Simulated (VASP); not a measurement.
# CrPb (Pm-3m) in VASP: a series of runs

Runs on CrPb. Level: PBEsol. Tasks: single point.

Program: VASP 6.6.1. These are calculated values, not measurements. Logs are shortened: lines on timing, memory, paths and dates and some standing lists are left out, and cuts for length are marked.

## (1) The cell of the first run

Symmetry: Pm-3m, No. 221, cubic system. Conventional cell: a = 3.315 Å, b = 3.315 Å, c = 3.315 Å, α = 90.00°, β = 90.00°, γ = 90.00°. Cr (site symmetry m-3m) has 8 Pb at 2.87 Å and 6 Cr at 3.31 Å within 3.8 Å. Pb (site symmetry m-3m) has 8 Cr at 2.87 Å and 6 Pb at 3.31 Å within 3.8 Å.

## (2) Single point, PBEsol, collinear spin, antiferromagnetic start

INCAR reads:

```
SYSTEM = CrPb
PREC = Accurate
ENCUT = 520
EDIFF = 1E-7
ISMEAR = 0
SIGMA = 0.1
LREAL = .False.
LASPH = .True.
NELM = 150
ALGO = Normal
ISIF = 2
LWAVE = .False.
LCHARG = .False.
ISPIN = 2
MAGMOM = 3 -3 0 0
LORBIT = 11
LMAXMIX = 4
GGA = PS
NBANDS = 38
```

KPOINTS reads:

```
regular mesh
0
Gamma
  12 12 6
  0 0 0
```

POSCAR reads:

```
CrPb
1.0
    3.3149353569      0.0000000000      3.3149353569
    0.0000000000      3.3149353569      3.3149353569
    0.0000000000      0.0000000000      6.6298707137
Cr Pb
2 2
Direct
    0.0000000000      0.0000000000      0.0000000000
    0.0000000000      0.0000000000      0.5000000000
    0.5000000000      0.5000000000      0.7500000000
    0.5000000000      0.5000000000      0.2500000000
```

Potentials or basis: VASP PAW PBE potentials, release 64 (Cr_pv, Pb_d).

Run with:

```
$ cat potpaw_PBE.64/Cr_pv/POTCAR potpaw_PBE.64/Pb_d/POTCAR > POTCAR
$ mpirun -np 1 vasp_std > vasp.out
```

OUTCAR:

```text
SYSTEM = CrPb
   PREC = Accurate
   ENCUT = 520
   EDIFF = 1E-7
   ISMEAR = 0
   LREAL = .False.
   LASPH = .True.
   NELM = 150
   ISIF = 2
   ISPIN = 2
   LORBIT = 11
   GGA = PS

 ion  position               nearest neighbor table
   1  0.000  0.000  0.000-   4 2.87   3 2.87   4 2.87   3 2.87   4 2.87   3 2.87   3 2.87   4 2.87

   2  0.000  0.000  0.500-   3 2.87   4 2.87   4 2.87   3 2.87   4 2.87   3 2.87   4 2.87   3 2.87

   3  0.500  0.500  0.750-   1 2.87   2 2.87   2 2.87   1 2.87   2 2.87   1 2.87   2 2.87   1 2.87
                             4 3.31   4 3.31   4 3.31   4 3.31   4 3.31   4 3.31
   4  0.500  0.500  0.250-   2 2.87   1 2.87   2 2.87   1 2.87   2 2.87   1 2.87   1 2.87   2 2.87
                             3 3.31   3 3.31   3 3.31   3 3.31   3 3.31   3 3.31

  LATTYP: Found a face centered cubic cell.
 ALAT       =     6.6298707138

  Lattice vectors:

 A1 = (   3.3149353569,  -3.3149353569,   0.0000000000)
 A2 = (   3.3149353569,   0.0000000000,   3.3149353569)
 A3 = (   0.0000000000,  -3.3149353569,   3.3149353568)

Analysis of symmetry for initial positions (statically):
=====================================================================
 Subroutine PRICEL returns following result:

  LATTYP: Found a simple cubic cell.
 ALAT       =     3.3149353569
[... 12 lines left out ...]
 Subroutine GETGRP returns: Found 48 space group operations
 (whereof 48 operations were pure point group operations)
 out of a pool of 48 trial point group operations.

The static configuration has the point symmetry O_h .

Analysis of symmetry for dynamics (positions and initial velocities):
=====================================================================
 Subroutine PRICEL returns following result:

  LATTYP: Found a simple cubic cell.
 ALAT       =     3.3149353569
[... 12 lines left out ...]
 Subroutine GETGRP returns: Found 48 space group operations
 (whereof 48 operations were pure point group operations)
 out of a pool of 48 trial point group operations.

The dynamic configuration has the point symmetry O_h .

Analysis of structural, dynamic, and magnetic symmetry:
=====================================================================
 Subroutine PRICEL returns following result:

  LATTYP: Found a simple cubic cell.
 ALAT       =     3.3149353569
[... 12 lines left out ...]
 Subroutine GETGRP returns: Found 48 space group operations
 (whereof 48 operations were pure point group operations)
 out of a pool of 48 trial point group operations.

The overall configuration has the point symmetry O_h .

 Subroutine INISYM returns: Found 48 space group operations
 (whereof 48 operations are pure point group operations),
 and found     2 'primitive' translations

----------------------------------------------------------------------------------------

                                     Primitive cell

  volume of cell :      36.4271

  direct lattice vectors                    reciprocal lattice vectors
     0.000000000 -3.314935357 -0.000000000     0.000000000 -0.301665008  0.000000000
     3.314935357  0.000000000  0.000000000     0.301665008  0.000000000  0.000000000
     0.000000000  0.000000000  3.314935357    -0.000000000 -0.000000000  0.301665008

  length of vectors
     3.314935357  3.314935357  3.314935357     0.301665008  0.301665008  0.301665008

  position of ions in fractional coordinates (direct lattice)
     0.000000000  0.000000000  0.000000000
     0.500000000  0.500000000  0.500000000

  ion indices of the primitive-cell ions
   primitive index   ion index
                 1           1
                 2           3

----------------------------------------------------------------------------------------

 KPOINTS: regular mesh

Automatic generation of k-mesh.
 Grid dimensions read from file:
 generate k-points for:   12   12    6

 Generating k-lattice:

  Cartesian coordinates                     Fractional coordinates (reciprocal lattice)
     0.025138751  0.000000000  0.000000000     0.083333333  0.000000000  0.000000000
     0.000000000  0.025138751  0.000000000     0.000000000  0.083333333  0.000000000
    -0.025138751 -0.025138751  0.025138751     0.000000000  0.000000000  0.166666667

  Length of vectors
     0.025138751  0.025138751  0.043541593

  Shift w.r.t. Gamma in fractional coordinates (k-lattice)
     0.000000000  0.000000000  0.000000000

 Subroutine IBZKPT returns following result:
 ===========================================

 Found     44 irreducible k-points:

 Following reciprocal coordinates:
            Coordinates               Weight
  0.000000  0.000000  0.000000      1.000000
  0.083333  0.000000  0.000000      6.000000
  0.166667  0.000000  0.000000      6.000000
  0.250000  0.000000  0.000000      6.000000
  0.333333  0.000000  0.000000      6.000000
  0.416667  0.000000  0.000000      6.000000
[... 16 lines left out ...]
  0.333333  0.333333  0.000000     12.000000
  0.416667  0.333333  0.000000     24.000000
 [... further k-points ...]
   k-points           NKPTS =     44   k-points in BZ     NKDIM =     44   number of bands    NBANDS=     38
   number of dos      NEDOS =    301   number of ions     NIONS =      4
   total plane-waves  NPLWV =  64800
   dimension x,y,z NGX =    36 NGY =   36 NGZ =   50
   dimension x,y,z NGXF=    72 NGYF=   72 NGZF=  100
   ions per type =               2   2
   NGX,Y,Z   is equivalent  to a cutoff of  12.77, 12.77, 12.54 a.u.
   NGXF,Y,Z  is equivalent  to a cutoff of  25.53, 25.53, 25.08 a.u.
 SYSTEM =  CrPb
   PREC   = accura    normal or accurate (medium, high low for compatibility)
   ISTART =      0    job   : 0-new  1-cont  2-samecut
   ICHARG =      2    charge: 1-file 2-atom 10-const
   ISPIN  =      2    spin polarized calculation?
   LNONCOLLINEAR =      F non collinear calculations
   LSORBIT =      F    spin-orbit coupling
   LASPH  =      T    aspherical Exc in radial PAW
   ENCUT  =  520.0 eV  38.22 Ry    6.18 a.u.   8.72  8.72 12.33*2*pi/ulx,y,z
   NELM   =    150;   NELMIN=  2; NELMDL= -5     # of ELM steps
   EDIFF  = 0.1E-06   stopping-criterion for ELM
   LREAL  =      F    real-space projection
   EDIFFG = 0.1E-05   stopping-criterion for IOM
   NSW    =      0    number of steps for IOM
   IBRION =     -1    ionic relax: 0-MD 1-quasi-New 2-CG
   NFREE  =      0    steps in history (QN), initial steepest desc. (CG)
   ISIF   =      2    stress and relaxation
   ISYM   =      2    0-nonsym 1-usesym 2-fastsym
   POTIM  = 0.5000    time-step for ionic-motion
   TEBEG  =    0.0;   TEEND  =   0.0 temperature during run
   PSTRESS=    0.0 pullay stress
   NELECT =      52.0000    total number of electrons
   NUPDOWN=      -1.0000    fix difference up-down
   EMIN   =  10.00;   EMAX   =-10.00  energy-range for DOS
   EFERMI =   0.00;   METHOD = LEGACY
   ISMEAR =     0;   SIGMA  =   0.10  broadening in eV -4-tet -1-fermi 0-gaus
   EFERMI_NEDOS =   21; number of points for ismear=-14 and -15
   IALGO  =     38    algorithm
   IMIX   =      4    mixing-type and parameters
     AMIX     =   0.40;   BMIX     =  1.00
     AMIX_MAG =   1.60;   BMIX_MAG =  1.00
  volume/ion in A,a.u.               =      18.21       122.91
  Fermi-wavevector in a.u.,A,eV,Ry     =   1.463045  2.764753 29.123262  2.140499
  Thomas-Fermi vector in A             =   2.579186
   LORBIT       =     11    0 simple, 1 ext, 2 COOP (PROOUT), +10 PAW based schemes
   GGA     = PS    functional components
   LHFCALC =     F    Hartree Fock is set to
   AEXX    =    0.0000 exact exchange contribution
   IVDW    =     0    specifies the selected vdW correction
   LEPSILON=     F    determine dielectric tensor
   LRPA    =     F    only Hartree local field effects (RPA)
 spin polarized calculation
 Gauss-broadening in eV      SIGMA  =   0.10
  energy-cutoff  :      520.00
  volume of cell :       72.85
 maximum number of plane-waves:      1980
 NGX is ok and might be reduce to    36

 number of electron      51.9999994 magnetization       0.0000000

 number of electron      51.9999994 magnetization      -0.0000000

 Free energy of the ion-electron system (eV)
  ---------------------------------------------------
  ext. energy  EPLUGINS =         0.00000000
  ---------------------------------------------------
  free energy    TOTEN  =       -25.71258026 eV

  energy without entropy =      -25.70751145  energy(sigma->0) =      -25.71004586

 E-fermi :  10.4479     XC(G=0): -12.1339

 val. band max:       10.4333747075   @ k =   0.4167   0.2500   0.0000
 cond. band min:      10.5197800687   @ k =   0.3333   0.2500   0.0000
 fundamental gap:      0.0864053612
 Fermi energy:        10.4478864774

 spin component 1

 k-point     1 :       0.0000    0.0000    0.0000
  band No.  band energies     occupation
      1     -33.8136      1.00000
      2     -33.8136      1.00000
      3     -33.8136      1.00000
      4     -30.5502      1.00000
      5     -30.5502      1.00000
      6     -30.5502      1.00000
[... 973 lines left out ...]
     37      17.4277      0.00000
     38      18.8548      0.00000

 [... further k-points ...]

 spin component 2

 k-point     1 :       0.0000    0.0000    0.0000
  band No.  band energies     occupation
      1     -33.8136      1.00000
      2     -33.8136      1.00000
      3     -33.8136      1.00000
      4     -30.5502      1.00000
      5     -30.5502      1.00000
      6     -30.5502      1.00000
[... 973 lines left out ...]
     37      17.4277      0.00000
     38      18.8548      0.00000

 [... further k-points ...]

------------------------ aborting loop because EDIFF is reached ----------------------------------------

  FORCE on cell =-STRESS in cart. coord.  units (eV):
  Direction    XX          YY          ZZ          XY          YZ          ZX
  --------------------------------------------------------------------------------------
  -------------------------------------------------------------------------------------
  Total        4.6720570      4.6720570      4.6720570     -0.0000000      0.0000000      0.0000000
  in kB      102.7456709    102.7456709    102.7456709     -0.0000000      0.0000000      0.0000000
  external PRESSURE =     102.7456709 kB  Pullay stress =       0.0000000 kB

 VOLUME and BASIS-vectors are now :
 -----------------------------------------------------------------------------
  energy-cutoff  :      520.00
  volume of cell :       72.85
      direct lattice vectors                 reciprocal lattice vectors
     3.314935357  0.000000000  3.314935357     0.301665008  0.000000000  0.000000000
     0.000000000  3.314935357  3.314935357     0.000000000  0.301665008  0.000000000
     0.000000000  0.000000000  6.629870714    -0.150832504 -0.150832504  0.150832504

 POSITION                                       TOTAL-FORCE (eV/Angst)
 -----------------------------------------------------------------------------------
      0.00000      0.00000      0.00000        -0.000000     -0.000000      0.000000
      0.00000      0.00000      3.31494         0.000000     -0.000000      0.000000
      1.65747      1.65747      8.28734        -0.000000      0.000000     -0.000000
      1.65747      1.65747      4.97240        -0.000000      0.000000     -0.000000
 -----------------------------------------------------------------------------------
    total drift:                                0.000000      0.000000      0.000000

  FREE ENERGIE OF THE ION-ELECTRON SYSTEM (eV)
  ---------------------------------------------------
  free  energy   TOTEN  =       -25.7125802638 eV

  energy  without entropy=      -25.7075114484  energy(sigma->0) =      -25.71004586

 total charge

# of ion       s       p       d       tot
------------------------------------------
    1        0.249   6.194   4.217  10.660
    2        0.249   6.194   4.217  10.660
    3        1.294   1.092   9.834  12.220
    4        1.294   1.092   9.834  12.220
--------------------------------------------------
tot          3.086  14.572  28.102  45.760

 magnetization (x)

# of ion       s       p       d       tot
------------------------------------------
    1        0.039   0.064   3.265   3.368
    2       -0.039  -0.064  -3.265  -3.368
    3        0.000   0.000   0.000   0.000
    4        0.000   0.000   0.000   0.000
--------------------------------------------------
tot          0.000   0.000   0.000   0.000
```

It took 2.9 min on 1 thread of Intel Xeon 6975P-C (Granite Rapids), shared host; peak memory 0.4 GiB.

What came out:

- Free energy: -25.7126 eV
- Pressure: 10.3 GPa
- Band gap on the k mesh: zero (filled and empty bands overlap)
- Net moment: 0.00 μB per cell
- Site moments: Cr +3.37, -3.37; Pb +0.00 μB
- Valence electrons inside the program's atomic spheres: Cr 10.66; Pb 12.22

Caveat: the cell stands under pressure; the antiferromagnetic order is the one typed at the start, and another may lie lower; the PAW data sets were made with another functional, which shifts forces and pressure a little; spin-orbit coupling is left out, which moves the levels of the heavy elements.

## (3) Single point, PBEsol, collinear spin, antiferromagnetic start

This run uses another cell than the first one, of 19.48 Å³/atom.

INCAR reads:

```
SYSTEM = CrPb
PREC = Accurate ; ENCUT = 520
EDIFF = 1E-6 ; ISMEAR = 0
SIGMA = 0.1 ; LREAL = .False.
LASPH = .True. ; NELM = 150
ALGO = Normal ; ISIF = 2
LWAVE = .False. ; LCHARG = .True.
ISPIN = 2 ; MAGMOM = 3 -3 0 0
LORBIT = 11 ; LMAXMIX = 4
GGA = PS ; LELF = .True.
LVHAR = .True. ; NBANDS = 38
```

KPOINTS reads:

```
Automatic mesh
0
Gamma
  12 12 6
  0 0 0
```

POSCAR reads:

```
CrPb
1.0
    3.3903004649      0.0000000000      3.3903004649
    0.0000000000      3.3903004649      3.3903004649
    0.0000000000      0.0000000000      6.7806009298
Cr Pb
2 2
Direct
    0.0000000000      0.0000000000      0.0000000000
    0.0000000000      0.0000000000      0.5000000000
    0.5000000000      0.5000000000      0.7500000000
    0.5000000000      0.5000000000      0.2500000000
```

Potentials or basis: VASP PAW PBE potentials, release 64 (Cr_pv, Pb_d).

Run with:

```
$ cat potpaw_PBE.64/Cr_pv/POTCAR potpaw_PBE.64/Pb_d/POTCAR > POTCAR
$ mpirun -np 1 vasp_std > vasp.out
```

Run time: 3.2 min. Hardware: 1 thread of Intel Xeon 6975P-C (Granite Rapids), shared host; peak memory 0.4 GiB.

The run converged. Its results:

| Quantity | Value |
| --- | --- |
| Free energy | -25.9361 eV |
| Pressure | 4.0 GPa |
| Band gap on the k mesh | zero (filled and empty bands overlap) |
| Net moment | 0.00 μB per cell |
| Site moments | Cr +3.52, -3.52; Pb +0.00 μB |
| Valence electrons inside the program's atomic spheres | Cr 10.59; Pb 12.16 |

Levels at points of the mesh, in eV from the Fermi level:
Spin up:
| k point | band 22 | band 23 | band 24 | band 25 | band 26 | band 27 | band 28 | band 29 | band 30 | band 31 |
| --- | --- | --- | --- | --- | --- | --- | --- | --- | --- | --- |
| (0.00, 0.00, 0.00) | -2.02 | -2.02 | 0.10 | 0.10 | 0.10 | 1.52 | 1.52 | 1.95 | 1.95 | 1.95 |
| (0.50, 0.00, 0.00) | -2.02 | -1.99 | -1.97 | -1.97 | -0.86 | 0.88 | 0.88 | 0.97 | 1.54 | 2.29 |
| (0.00, 0.00, 0.50) | -1.97 | -1.97 | -1.78 | -1.78 | -1.32 | -0.13 | 1.01 | 1.01 | 1.43 | 1.43 |
Spin down:
| k point | band 24 | band 25 | band 26 | band 27 | band 28 | band 29 |
| --- | --- | --- | --- | --- | --- | --- |
| (0.00, 0.00, 0.00) | 0.10 | 0.10 | 0.10 | 1.52 | 1.52 | 1.95 |
| (0.50, 0.00, 0.00) | -1.97 | -1.97 | -0.86 | 0.88 | 0.88 | 0.97 |
| (0.00, 0.00, 0.50) | -1.78 | -1.78 | -1.32 | -0.13 | 1.01 | 1.01 |

Caveat: the cell stands under pressure; the antiferromagnetic order is the one typed at the start, and another may lie lower; the PAW data sets were made with another functional, which shifts forces and pressure a little; spin-orbit coupling is left out, which moves the levels of the heavy elements.

## (4) Single point, PBEsol, collinear spin, ferromagnetic start

This run uses another cell than the first one: it holds 2 atoms, not 4.

INCAR reads:

```
SYSTEM = CrPb
ALGO = Fast
EDIFF = 1E-7
ENCUT = 520
GGA = PS
ISIF = 2
ISMEAR = 0
ISPIN = 2
LASPH = .TRUE.
LCHARG = .FALSE.
LMAXMIX = 4
LORBIT = 11
LREAL = .FALSE.
LWAVE = .FALSE.
MAGMOM = 3 0
NBANDS = 24
NELM = 150
PREC = Accurate
SIGMA = 0.1
```

KPOINTS reads:

```
k-points
0
G
  6 6 6
  0 0 0
```

POSCAR reads:

```
CrPb
1.0
    3.3913767696      0.0000000000      0.0000000000
    0.0000000000      3.3913767696      0.0000000000
    0.0000000000      0.0000000000      3.3913767696
Cr Pb
1 1
Direct
    0.0000000000      0.0000000000      0.0000000000
    0.5000000000      0.5000000000      0.5000000000
```

Run with:

```
$ cat potpaw_PBE.64/Cr_pv/POTCAR potpaw_PBE.64/Pb_d/POTCAR > POTCAR
$ mpirun -np 1 vasp_std > vasp.out
```

It took 38 s on 1 thread of Intel Xeon Platinum 8488C (Sapphire Rapids), shared host; peak memory 0.18 GiB.

Results (log left out):

* Free energy: -12.6852 eV
* Pressure: 5.3 GPa
* Net moment: 3.77 μB per cell
* Site moments: Cr +3.50; Pb -0.07 μB
* Valence electrons inside the program's atomic spheres: Cr 10.61; Pb 12.16

Levels at points of the mesh, in eV from the Fermi level:
Spin up:
| k point | band 11 | band 12 | band 13 | band 14 | band 15 | band 16 | band 17 | band 18 | band 19 | band 20 |
| --- | --- | --- | --- | --- | --- | --- | --- | --- | --- | --- |
| (0.00, 0.00, 0.00) | -2.40 | -0.95 | -0.95 | -0.95 | 2.02 | 2.02 | 2.02 | 4.71 | 6.17 | 8.49 |
| (0.50, 0.00, 0.00) | -2.37 | -1.98 | -1.98 | -1.01 | -0.46 | 6.17 | 6.41 | 6.41 | 6.92 | 8.72 |
| (0.50, 0.50, 0.00) | -3.82 | -2.42 | -1.29 | -1.29 | -0.61 | -0.04 | 1.52 | 6.17 | 6.67 | 9.17 |
| (0.50, 0.50, 0.50) | -4.10 | -4.10 | -0.57 | -0.57 | 2.28 | 2.28 | 2.28 | 2.67 | 2.67 | 2.67 |
Spin down:
| k point | band 9 | band 10 | band 11 | band 12 | band 13 | band 14 |
| --- | --- | --- | --- | --- | --- | --- |
| (0.00, 0.00, 0.00) | -12.07 | 0.23 | 0.23 | 2.13 | 2.13 | 2.13 |
| (0.50, 0.00, 0.00) | -9.79 | -5.83 | 0.36 | 0.37 | 0.37 | 2.05 |
| (0.50, 0.50, 0.00) | -8.18 | -3.48 | -3.48 | -0.25 | 1.60 | 1.60 |
| (0.50, 0.50, 0.50) | -5.80 | -3.04 | -3.04 | -3.04 | 2.83 | 2.83 |

Caveat: the cell stands under pressure; an empty level that is flat over the whole mesh can mark a ghost state of the potentials, or a narrow d or f band; the PAW data sets were made with another functional, which shifts forces and pressure a little; spin-orbit coupling is left out, which moves the levels of the heavy elements.

(Part 1 of 2 ends here.)

The gap in the log of VASP goes by the Fermi energy; the results here count the filled bands.